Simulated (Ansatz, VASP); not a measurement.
# O: VASP beside Ansatz

```
O
1.0
     4.11564    0.00000    0.05140
     0.00000    4.12608    0.00000
    -1.01486    0.00000    2.84128
O
4
Direct
  0.34541 0.67869 0.68149
  0.65459 0.67869 0.81851
  0.65459 0.32131 0.31851
  0.34541 0.32131 0.18149
```

Alike in both runs: functional r2SCAN; k mesh 6 × 4 × 6; occupations gaussian, width 0.1 eV; no spin polarisation.

Ansatz relaxed the structure, and its values are those at the end. VASP's run is a single point on that final structure, the one shown.

|  | VASP | Ansatz |
| --- | --- | --- |
| version | VASP 6.6.1 | Ansatz 0.2.0 |
| potentials or method | VASP PAW PBE potentials, release 64 (O), cutoff 520 eV | scalar-relativistic, plane waves, PAW |
| valence electrons in the cell | 24 | 24 |

|  | VASP | Ansatz | Ansatz less VASP |
| --- | --- | --- | --- |
| gap on the k mesh at the Fermi level (eV) | 1.06 | 1.06 | +0.001 |
| least direct gap on the mesh (eV) | 1.16 | 1.15 | -0.004 |
| pressure (GPa) | 3.7 | 0.1 | -3.62 |
| rms of the force components (eV/Å) | 0.867 | 0.008 | -0.8597 |

VASP's potentials were made for PBE, not for r2SCAN.

Noted on VASP's run: the standard files for N, O and F lose accuracy on very short bonds; spin is off for a triplet molecule.
